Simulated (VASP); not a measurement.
A run of VASP 6.6.1 is set up as follows.

File INCAR:

```
ALGO = Normal
EDIFF = 1E-7
EDIFFG = -0.015
ENCUT = 600
GGA = PE
IBRION = 2
ISIF = 3
ISMEAR = 0
LASPH = T
LCHARG = F
LREAL = F
LWAVE = F
NELM = 80
NSW = 80
PREC = Accurate
SIGMA = 0.02
```

Contents of KPOINTS:

```
k-points
0
Gamma
  6 6 4
```

Contents of POSCAR:

```
Zr3SiO8
1.0
    3.4249291994     -3.4249291994      0.0000000000
    3.4249291994      3.4249291994      0.0000000000
    0.0000000000      0.0000000000      6.3501394535
Si Zr O
1 3 8
Direct
    0.5000000000      0.5000000000      0.0000000000
    0.0000000000      0.0000000000      0.0000000000
    0.0000000000      0.5000000000      0.5000000000
    0.5000000000      0.0000000000      0.5000000000
    0.2500000000      0.7500000000      0.3329581291
    0.7500000000      0.2500000000      0.3329581291
    0.2500000000      0.7500000000      0.8329581291
    0.7500000000      0.2500000000      0.8329581291
    0.2500000000      0.2500000000      0.6670418709
    0.7500000000      0.7500000000      0.6670418709
    0.2500000000      0.2500000000      0.1670418709
    0.7500000000      0.7500000000      0.1670418709
```

Potentials or basis: VASP PAW PBE potentials, release 64 (Si, Zr_sv, O).

The run is started by

```console
$ cat potpaw_PBE.64/Si/POTCAR potpaw_PBE.64/Zr_sv/POTCAR potpaw_PBE.64/O/POTCAR > POTCAR
$ mpirun -np 1 vasp_std > vasp.out
```

Problem. Predict the band gap on the k mesh.

Solution. 3.84 eV (least direct gap 3.87 eV).

Problem. Estimate the space group after relaxing (to 0.1 Å).

Solution. P-43m (No. 215).

Problem. Predict the relaxed cell.

Solution. a = 5.056 Å, b = 5.056 Å, c = 5.066 Å, α = 90.00°, β = 90.00°, γ = 90.00°.

Problem. What does it give for the relaxed volume?

Solution. 10.79 Å³/atom.

Forces in eV/Å, atoms in the order of the input:
```
Si   0.000  0.000  0.000
Zr   0.000  0.000  0.000
Zr   0.000  0.000  0.000
Zr   0.000  0.000  0.000
O    0.000  0.007 -0.003
O    0.000 -0.007 -0.003
O    0.000 -0.006 -0.009
O    0.000  0.006 -0.009
O   -0.007  0.000  0.003
O    0.007  0.000  0.003
O    0.006  0.000  0.009
O   -0.006  0.000  0.009
```

Caveat: a cell axis changed by over 15 % at a fixed basis, so the end point is rough. A k mesh can miss the band edges.
